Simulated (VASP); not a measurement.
Here is a VASP 6.6.1 calculation.

The input INCAR:

```
SYSTEM = MgS
PREC = Accurate
ENCUT = 520
EDIFF = 1E-6
ISMEAR = -1
SIGMA = 0.05
LREAL = .FALSE.
LASPH = .TRUE.
NELM = 100
ALGO = Normal
ISIF = 2
LWAVE = .FALSE.
LCHARG = .FALSE.
GGA = PE
NBANDS = 11
```

Contents of KPOINTS:

```
regular mesh
0
G
  9 9 9
  0 0 0
```

File POSCAR:

```
MgS
1.0
    0.0000000000      2.5485401997      2.5485401997
    2.5485401997      0.0000000000      2.5485401997
    2.5485401997      2.5485401997      0.0000000000
S Mg
1 1
Direct
    0.5000000000      0.5000000000      0.5000000000
    0.0000000000      0.0000000000      0.0000000000
```

Potentials or basis: VASP PAW PBE potentials, release 64 (S, Mg).

Command:

```console
$ cat potpaw_PBE.64/S/POTCAR potpaw_PBE.64/Mg/POTCAR > POTCAR
$ mpirun -np 1 vasp_std > vasp.out
```

Estimate the pressure.

6.4 GPa.

Predict the band gap on the k mesh.

3.04 eV, indirect (least direct gap 4.22 eV).

 A k mesh can miss the band edges.
